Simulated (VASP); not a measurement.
Crystal: Nd3Au.

```
Nd Au
1.0
     3.39774    0.00000    0.00000
    -1.69887    2.94253    0.00000
     0.00000    0.00000   12.12632
Nd Au
3 1
Direct
  0.00000 0.00000 0.00000
  0.66667 0.33333 0.76493
  0.66667 0.33333 0.23507
  0.00000 0.00000 0.50000
```

The cell was generated, and may not be a known phase.

| Property | Result |
| --- | --- |
| Program | VASP 6.6.1 |
| Task | relaxation of cell and atoms |
| Functional | PBE |
| Potentials or basis | VASP PAW PBE potentials, release 64 (Nd_3, Au), 4f in core |
| Cutoff | 500 eV |
| k mesh | 6 × 6 × 2 |
| Occupations | gaussian, width 0.1 eV |
| Spin | no spin polarisation |

At the start: pressure 1.8 GPa; volume 30.31 Å³/atom.

Q: How do energy, volume and symmetry change on relaxing?

A: Over 15 steps the energy falls by 518.4 meV/atom and the volume is 33.00 Å³/atom (+8.9 %); space group P-6m2 (No. 187, to 0.1 Å) before and after.

Step by step:
| step | energy change (eV) | largest force (eV/Å) | pressure (GPa) | volume (Å³) |
| --- | --- | --- | --- | --- |
| 1 | 0.0000 | 1.5266 | 1.83 | 121.24 |
| 2 | -0.5389 | 1.6365 | -0.27 | 127.18 |
| 3 | -1.3120 | 1.3893 | -3.71 | 142.92 |
| 4 | -1.7613 | 1.1581 | -1.41 | 133.12 |
| 5 | -1.8583 | 0.6045 | 2.01 | 125.17 |
| 6 | -1.8652 | 0.7294 | 1.28 | 126.55 |
| 7 | -1.9597 | 0.3674 | 0.96 | 128.58 |
| 8 | -2.0057 | 0.0769 | 0.79 | 131.19 |
| 9 | -2.0365 | 0.0961 | -0.66 | 134.95 |
| 10 | -2.0371 | 0.1284 | -0.92 | 135.69 |
| 11 | -2.0616 | 0.1112 | -0.71 | 134.56 |
| 12 | -2.0713 | 0.0967 | -0.49 | 133.43 |
| 13 | -2.0715 | 0.0947 | -0.46 | 133.26 |
| 14 | -2.0733 | 0.0056 | 0.24 | 131.45 |
| 15 | -2.0738 | 0.0345 | 0.02 | 132.02 |

Final structure:
```
CELL_PARAMETERS angstrom
3.88642 0.00000 0.00000
-1.94321 3.36574 0.00000
0.00000 0.00000 10.09253
ATOMIC_POSITIONS crystal
Nd 0.00000 0.00000 0.00000
Nd 0.66667 0.33333 0.70543
Nd 0.66667 0.33333 0.29457
Au 0.00000 0.00000 0.50000
```

Caveat: a cell axis changed by over 15 % at a fixed basis, so the end point is rough.
